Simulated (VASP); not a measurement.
# Sc (Fm-3m) in VASP: a series of runs

Sc is run at these levels: LDA; tasks: single point, relaxation of volume and atoms at fixed shape.

Everything below comes from runs of VASP 6.6.1. Logs are shortened: lines on timing, memory, paths and dates and some standing lists are left out, and cuts for length are marked.

## Step 1: The cell of the first run

The structure is cubic, space group Fm-3m (No. 225). The conventional cell has a = 4.473 Å, b = 4.473 Å, c = 4.473 Å, α = 90.00°, β = 90.00°, γ = 90.00°. Sc (site symmetry m-3m) has 12 Sc at 3.16 Å within 4.2 Å.

## Step 2: Single point, LDA

Input file INCAR:

```
ALGO = Normal ; EDIFF = 1E-7
ENCUT = 520 ; GGA = CA
ISIF = 2 ; ISMEAR = -1
LASPH = T ; LCHARG = F
LREAL = F ; LWAVE = F
NBANDS = 30 ; NELM = 60
PREC = Accurate ; SIGMA = 0.05
```

Input file KPOINTS:

```
k-points
0
Gamma
  5 5 5
```

Input file POSCAR:

```
Sc
1.0
    4.4734164112      0.0000000000      0.0000000000
    0.0000000000      4.4734164112      0.0000000000
    0.0000000000      0.0000000000      4.4734164112
Sc
4
Direct
    0.0000000000      0.0000000000      0.0000000000
    0.0000000000      0.5000000000      0.5000000000
    0.5000000000      0.0000000000      0.5000000000
    0.5000000000      0.5000000000      0.0000000000
```

Potentials or basis: VASP PAW LDA potentials, release 64 (Sc_sv).

Started as:

```console
cat potpaw_LDA.64/Sc_sv/POTCAR > POTCAR
mpirun -np 1 vasp_std > vasp.out
```

OUTCAR:

```text
EDIFF = 1E-7
   ENCUT = 520
   GGA = CA
   ISIF = 2
   ISMEAR = -1
   LASPH = T
   LREAL = F
   NELM = 60
   PREC = Accurate

 ion  position               nearest neighbor table
   1  0.000  0.000  0.000-   2 3.16   3 3.16   4 3.16   2 3.16   3 3.16   2 3.16   4 3.16   2 3.16
                             3 3.16   4 3.16   3 3.16   4 3.16
   2  0.000  0.500  0.500-   1 3.16   3 3.16   4 3.16   1 3.16   4 3.16   1 3.16   3 3.16   1 3.16
                             3 3.16   4 3.16   4 3.16   3 3.16
   3  0.500  0.000  0.500-   1 3.16   2 3.16   4 3.16   1 3.16   4 3.16   2 3.16   4 3.16   4 3.16
                             1 3.16   2 3.16   1 3.16   2 3.16
   4  0.500  0.500  0.000-   1 3.16   2 3.16   3 3.16   2 3.16   3 3.16   1 3.16   3 3.16   3 3.16
                             1 3.16   2 3.16   2 3.16   1 3.16

  LATTYP: Found a simple cubic cell.
 ALAT       =     4.4734164112

  Lattice vectors:

 A1 = (   4.4734164112,   0.0000000000,   0.0000000000)
 A2 = (   0.0000000000,   4.4734164112,   0.0000000000)
 A3 = (   0.0000000000,   0.0000000000,   4.4734164112)

Analysis of symmetry for initial positions (statically):
=====================================================================
 Subroutine PRICEL returns following result:

  LATTYP: Found a face centered cubic cell.
 ALAT       =     4.4734164112

  Lattice vectors:

 A1 = (   2.2367082056,  -2.2367082056,   0.0000000000)
 A2 = (   2.2367082056,   0.0000000000,   2.2367082056)
 A3 = (   0.0000000000,  -2.2367082056,   2.2367082056)

   4 primitive cells build up your supercell.

 Routine SETGRP: Setting up the symmetry group for a
 simple cubic supercell.

 Subroutine GETGRP returns: Found 48 space group operations
 (whereof 48 operations were pure point group operations)
 out of a pool of 48 trial point group operations.

The static configuration has the point symmetry O_h .

Analysis of symmetry for dynamics (positions and initial velocities):
=====================================================================
 Subroutine PRICEL returns following result:

  LATTYP: Found a face centered cubic cell.
 ALAT       =     4.4734164112

  Lattice vectors:

 A1 = (   2.2367082056,  -2.2367082056,   0.0000000000)
 A2 = (   2.2367082056,   0.0000000000,   2.2367082056)
 A3 = (   0.0000000000,  -2.2367082056,   2.2367082056)

   4 primitive cells build up your supercell.

 Routine SETGRP: Setting up the symmetry group for a
 simple cubic supercell.

 Subroutine GETGRP returns: Found 48 space group operations
 (whereof 48 operations were pure point group operations)
 out of a pool of 48 trial point group operations.

The dynamic configuration has the point symmetry O_h .

 Subroutine INISYM returns: Found 48 space group operations
 (whereof 48 operations are pure point group operations),
 and found     4 'primitive' translations

----------------------------------------------------------------------------------------

                                     Primitive cell

  volume of cell :      22.3799

  direct lattice vectors                    reciprocal lattice vectors
     2.236708206 -2.236708206  0.000000000     0.223542793 -0.223542793 -0.223542793
     2.236708206  0.000000000  2.236708206     0.223542793  0.223542793  0.223542793
     0.000000000 -2.236708206  2.236708206    -0.223542793 -0.223542793  0.223542793

  length of vectors
     3.163183079  3.163183079  3.163183079     0.387187476  0.387187476  0.387187476

  position of ions in fractional coordinates (direct lattice)
     0.000000000  0.000000000  0.000000000

  ion indices of the primitive-cell ions
   primitive index   ion index
                 1           1

----------------------------------------------------------------------------------------

 KPOINTS: k-points

Automatic generation of k-mesh.
 Grid dimensions read from file:
 generate k-points for:    5    5    5

 Generating k-lattice:

  Cartesian coordinates                     Fractional coordinates (reciprocal lattice)
     0.044708559  0.000000000  0.000000000     0.200000000  0.000000000  0.000000000
     0.000000000  0.044708559  0.000000000     0.000000000  0.200000000  0.000000000
     0.000000000  0.000000000  0.044708559     0.000000000  0.000000000  0.200000000

  Length of vectors
     0.044708559  0.044708559  0.044708559

  Shift w.r.t. Gamma in fractional coordinates (k-lattice)
     0.000000000  0.000000000  0.000000000

 Subroutine IBZKPT returns following result:
 ===========================================

 Found     10 irreducible k-points:

 Following reciprocal coordinates:
            Coordinates               Weight
  0.000000  0.000000  0.000000      1.000000
  0.200000  0.000000  0.000000      6.000000
  0.400000  0.000000  0.000000      6.000000
  0.200000  0.200000  0.000000     12.000000
  0.400000  0.200000  0.000000     24.000000
  0.400000  0.400000  0.000000     12.000000
  0.200000  0.200000  0.200000      8.000000
  0.400000  0.200000  0.200000     24.000000
  0.400000  0.400000  0.200000     24.000000
  0.400000  0.400000  0.400000      8.000000
   k-points           NKPTS =     10   k-points in BZ     NKDIM =     10   number of bands    NBANDS=     30
   number of dos      NEDOS =    301   number of ions     NIONS =      4
   total plane-waves  NPLWV =  46656
   dimension x,y,z NGX =    36 NGY =   36 NGZ =   36
   dimension x,y,z NGXF=    72 NGYF=   72 NGZF=   72
   ions per type =               4
   NGX,Y,Z   is equivalent  to a cutoff of  13.38, 13.38, 13.38 a.u.
   NGXF,Y,Z  is equivalent  to a cutoff of  26.76, 26.76, 26.76 a.u.
 SYSTEM =  unknown system
   PREC   = accura    normal or accurate (medium, high low for compatibility)
   ISTART =      0    job   : 0-new  1-cont  2-samecut
   ICHARG =      2    charge: 1-file 2-atom 10-const
   ISPIN  =      1    spin polarized calculation?
   LNONCOLLINEAR =      F non collinear calculations
   LSORBIT =      F    spin-orbit coupling
   LASPH  =      T    aspherical Exc in radial PAW
   ENCUT  =  520.0 eV  38.22 Ry    6.18 a.u.   8.32  8.32  8.32*2*pi/ulx,y,z
   NELM   =     60;   NELMIN=  2; NELMDL= -5     # of ELM steps
   EDIFF  = 0.1E-06   stopping-criterion for ELM
   LREAL  =      F    real-space projection
   EDIFFG = 0.1E-05   stopping-criterion for IOM
   NSW    =      0    number of steps for IOM
   IBRION =     -1    ionic relax: 0-MD 1-quasi-New 2-CG
   NFREE  =      0    steps in history (QN), initial steepest desc. (CG)
   ISIF   =      2    stress and relaxation
   ISYM   =      2    0-nonsym 1-usesym 2-fastsym
   POTIM  = 0.5000    time-step for ionic-motion
   TEBEG  =    0.0;   TEEND  =   0.0 temperature during run
   PSTRESS=    0.0 pullay stress
   NELECT =      44.0000    total number of electrons
   NUPDOWN=      -1.0000    fix difference up-down
   EMIN   =  10.00;   EMAX   =-10.00  energy-range for DOS
   EFERMI =   0.00;   METHOD = LEGACY
   ISMEAR =    -1;   SIGMA  =   0.05  broadening in eV -4-tet -1-fermi 0-gaus
   EFERMI_NEDOS =   21; number of points for ismear=-14 and -15
   IALGO  =     38    algorithm
   IMIX   =      4    mixing-type and parameters
     AMIX     =   0.40;   BMIX     =  1.00
     AMIX_MAG =   1.60;   BMIX_MAG =  1.00
  volume/ion in A,a.u.               =      22.38       151.03
  Fermi-wavevector in a.u.,A,eV,Ry     =   1.291972  2.441473 22.710727  1.669191
  Thomas-Fermi vector in A             =   2.423709
   LORBIT       =      0    0 simple, 1 ext, 2 COOP (PROOUT), +10 PAW based schemes
   GGA     = CA    functional components
   LHFCALC =     F    Hartree Fock is set to
   AEXX    =    0.0000 exact exchange contribution
   IVDW    =     0    specifies the selected vdW correction
   LEPSILON=     F    determine dielectric tensor
   LRPA    =     F    only Hartree local field effects (RPA)
 non-spin polarized calculation
  energy-cutoff  :      520.00
  volume of cell :       89.52
 maximum number of plane-waves:      2469
 NGX is ok and might be reduce to    36
   NGX = 17   NGY = 17   NGZ = 17

 number of electron      44.0000000 magnetization

 Free energy of the ion-electron system (eV)
  ---------------------------------------------------
  ext. energy  EPLUGINS =         0.00000000
  ---------------------------------------------------
  free energy    TOTEN  =       -26.74644454 eV

  energy without entropy =      -26.66998859  energy(sigma->0) =      -26.70821656

 E-fermi :   4.1157     XC(G=0): -10.5422

 val. band max:        4.1124312418   @ k =   0.4000   0.2000   0.2000
 cond. band min:       4.1272431076   @ k =   0.4000   0.4000   0.0000
 fundamental gap:      0.0148118659
 Fermi energy:         4.1156672955

 k-point     1 :       0.0000    0.0000    0.0000
  band No.  band energies     occupation
      1     -44.4684      2.00000
      2     -44.3422      2.00000
      3     -44.3422      2.00000
      4     -44.3422      2.00000
      5     -23.6797      2.00000
      6     -23.6797      2.00000
[... 22 lines left out ...]
     29       6.4631      0.00000
     30       7.3267      0.00000

 k-point     2 :       0.2000    0.0000    0.0000
  band No.  band energies     occupation
      1     -44.4563      2.00000
      2     -44.3542      2.00000
      3     -44.3421      2.00000
      4     -44.3421      2.00000
      5     -23.6489      2.00000
      6     -23.6489      2.00000
[... 22 lines left out ...]
     29       5.9362      0.00000
     30       7.0220      0.00000

 k-point     3 :       0.4000    0.0000    0.0000
  band No.  band energies     occupation
      1     -44.4248      2.00000
      2     -44.3858      2.00000
      3     -44.3419      2.00000
      4     -44.3419      2.00000
      5     -23.5676      2.00000
      6     -23.5676      2.00000
[... 220 lines left out ...]
     29       6.0044      0.00000
     30       6.2257      0.00000

 k-point    10 :       0.4000    0.4000    0.4000
  band No.  band energies     occupation
      1     -44.3822      2.00000
      2     -44.3701      2.00000
      3     -44.3701      2.00000
      4     -44.3701      2.00000
      5     -23.6946      2.00000
      6     -23.6946      2.00000
[... 22 lines left out ...]
     29       5.8017      0.00000
     30       5.8251      0.00000

------------------------ aborting loop because EDIFF is reached ----------------------------------------

  FORCE on cell =-STRESS in cart. coord.  units (eV):
  Direction    XX          YY          ZZ          XY          YZ          ZX
  --------------------------------------------------------------------------------------
  -------------------------------------------------------------------------------------
  Total        0.0392268      0.0392268      0.0392268      0.0000000      0.0000000     -0.0000000
  in kB        0.7020620      0.7020620      0.7020620      0.0000000      0.0000000     -0.0000000
  external PRESSURE =       0.7020620 kB  Pullay stress =       0.0000000 kB

 VOLUME and BASIS-vectors are now :
 -----------------------------------------------------------------------------
  energy-cutoff  :      520.00
  volume of cell :       89.52
      direct lattice vectors                 reciprocal lattice vectors
     4.473416411  0.000000000  0.000000000     0.223542793  0.000000000  0.000000000
     0.000000000  4.473416411  0.000000000     0.000000000  0.223542793  0.000000000
     0.000000000  0.000000000  4.473416411     0.000000000  0.000000000  0.223542793

 POSITION                                       TOTAL-FORCE (eV/Angst)
 -----------------------------------------------------------------------------------
      0.00000      0.00000      0.00000         0.000000     -0.000000     -0.000000
      0.00000      2.23671      2.23671        -0.000000     -0.000000      0.000000
      2.23671      0.00000      2.23671         0.000000      0.000000     -0.000000
      2.23671      2.23671      0.00000        -0.000000      0.000000      0.000000
 -----------------------------------------------------------------------------------
    total drift:                                0.000000      0.000000      0.000000

  FREE ENERGIE OF THE ION-ELECTRON SYSTEM (eV)
  ---------------------------------------------------
  free  energy   TOTEN  =       -26.7464445437 eV

  energy  without entropy=      -26.6699885862  energy(sigma->0) =      -26.70821656
```

Run time: 56 s. Hardware: 1 thread of AMD EPYC 7R13, shared host; peak memory 0.14 GiB.

Results:

* Free energy: -26.7464 eV
* Pressure: 0.1 GPa
* Band gap on the k mesh: zero (band 22 reaches 4.38 eV, above the bottom of band 23 at 3.31 eV)

## Step 3: Relaxation of volume and atoms at fixed shape, LDA

This run uses another cell than the first one, of 24.97 Å³/atom, 1.116 times its volume.

Input file INCAR:

```
SYSTEM = Sc
PREC = Accurate
ENCUT = 600
EDIFF = 1E-6
ISMEAR = -1
SIGMA = 0.05
LREAL = .FALSE.
LASPH = .TRUE.
NELM = 100
ALGO = Normal
ISIF = 8
LWAVE = .FALSE.
LCHARG = .FALSE.
GGA = CA
IBRION = 2
NSW = 80
EDIFFG = -0.01
```

Input file KPOINTS:

```
regular mesh
0
G
  5 5 5
  0 0 0
```

Input file POSCAR:

```
Sc
1.0
    4.6400000000      0.0000000000      0.0000000000
    0.0000000000      4.6400000000      0.0000000000
    0.0000000000      0.0000000000      4.6400000000
Sc
4
Direct
    0.0000000000      0.0000000000      0.0000000000
    0.0000000000      0.5000000000      0.5000000000
    0.5000000000      0.0000000000      0.5000000000
    0.5000000000      0.5000000000      0.0000000000
```

Potentials or basis: VASP PAW LDA potentials, release 64 (Sc_sv).

Started as:

```console
cat potpaw_LDA.64/Sc_sv/POTCAR > POTCAR
mpirun -np 1 vasp_std > vasp.out
```

Wall time 2.4 min (1 thread of AMD EPYC 7R13, shared host); peak memory 0.18 GiB.

Results (log left out):

| Property | Result |
| --- | --- |
| Free energy | -26.7475 eV |
| Relaxed volume | 22.42 Å³/atom |
| Relaxed cell | a = 4.476 Å, b = 4.476 Å, c = 4.476 Å, α = 90.00°, β = 90.00°, γ = 90.00° |
| Space group after relaxing (to 0.05 Å) | Fm-3m (No. 225) |
| Energy gained by relaxing | 44.6 meV/atom |
| Ionic steps | 3 |
| Pressure after relaxing | 0.0 GPa |
| Band gap on the k mesh | zero (band 22 reaches 4.37 eV, above the bottom of band 23 at 3.30 eV) |

The path:
```tsv
step	energy change (eV)	largest force (eV/Å)	pressure (GPa)	volume (Å³)
1	0.0000	0.0000	-5.20	99.90
2	-0.1761	0.0000	0.70	88.62
3	-0.1785	0.0000	0.03	89.67
```

Final structure:
```
CELL_PARAMETERS angstrom
4.47590 0.00000 0.00000
0.00000 4.47590 0.00000
0.00000 0.00000 4.47590
ATOMIC_POSITIONS crystal
Sc 0.00000 0.00000 0.00000
Sc 0.00000 0.50000 0.50000
Sc 0.50000 0.00000 0.50000
Sc 0.50000 0.50000 0.00000
```

Levels at points of the mesh, in eV from the Fermi level:
```csv
k point,band 20,band 21,band 22,band 23,band 24,band 25,band 26
"(0.00, 0.00, 0.00)",-1.74,-0.81,-0.81,-0.81,1.65,1.65,1.65
```
